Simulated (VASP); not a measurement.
**PbSe: single point with PBE0**

PbSe:

```
CELL_PARAMETERS angstrom
0.00000 3.06969 3.06969
3.06969 0.00000 3.06969
3.06969 3.06969 0.00000
ATOMIC_POSITIONS crystal
Pb 0.00000 0.00000 0.00000
Se 0.50000 0.50000 0.50000
```

- Program: VASP 6.6.1
- Task: single point
- Functional: PBE0
- Potentials or basis: VASP PAW PBE potentials, release 64 (Pb_d, Se)
- Cutoff: 400 eV
- k mesh: 6 × 6 × 6
- Occupations: gaussian, width 0.01 eV
- Spin: no spin polarisation
- Dipole correction: no
- Grid for exact exchange (PRECFOCK): Normal
- Further INCAR settings: ALGO = Normal; EDIFF = 1e-06; NBANDS = 17
- Share of exact exchange: 0.25

```json
{
  "Pressure": "0.7 GPa",
  "Band gap on the k mesh": "1.32 eV"
}
```

Levels at points of the mesh, in eV from the valence-band top:
```tsv
k point	band 7	band 8	band 9	band 10	band 11	band 12	band 13	band 14
(0.00, 0.00, 0.00)	-6.77	-2.23	-2.23	-2.23	6.14	6.14	6.14	7.83
(0.50, 0.00, 0.00)	-9.69	-1.77	-1.77	0.00	1.32	2.80	2.80	9.97
(0.50, 0.50, 0.00)	-8.01	-5.65	-3.71	-3.71	4.83	7.12	7.12	7.58
```

Wall time 23 min on 1 thread of Intel(R) Xeon(R) 6975P-C (Granite Rapids) (shared host), peak memory 0.18 GiB.

Caveat: the PAW data sets were made with another functional, which shifts forces and pressure a little; spin-orbit coupling is left out, which moves the levels of the heavy elements. A k mesh can miss the band edges.
